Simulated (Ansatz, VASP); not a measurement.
**SiC in VASP and in Ansatz**

```
CELL_PARAMETERS angstrom
3.05842 0.00000 0.00000
-1.52921 2.64867 0.00000
0.00000 0.00000 10.01210
ATOMIC_POSITIONS crystal
Si 0.66667 0.33333 0.93784
Si 0.33333 0.66667 0.43784
Si 0.00000 0.00000 0.68790
Si 0.00000 0.00000 0.18790
C 0.66667 0.33333 0.74981
C 0.33333 0.66667 0.24981
C 0.00000 0.00000 0.50045
C 0.00000 0.00000 0.00045
```

Alike in both runs: functional LDA; k mesh 10 × 10 × 3; no spin polarisation.

Ansatz relaxed the structure, and its values are those at the end. VASP's run is a single point on that final structure, the one shown.

```csv
,VASP,Ansatz
version,VASP 6.6.1,Ansatz 0.2.0
potentials or method,"VASP PAW LDA potentials, release 64 (Si, C)","scalar-relativistic, plane waves, PAW"
plane-wave cutoff (eV),520,420
occupations,"gaussian, width 0.01 eV",fixed
valence electrons in the cell,32,32
```

VASP gave:

- gap on the k mesh at the Fermi level (eV): 2.17
- least direct gap on the mesh (eV): 3.30
- pressure (GPa): 0.4

Task: Which values does Ansatz return?

Result: gap on the k mesh at the Fermi level (eV): 2.18; least direct gap on the mesh (eV): 3.31; pressure (GPa): 0.0.

LDA's correlation is that of Perdew and Zunger in VASP and of Perdew and Wang (1992) in Ansatz.
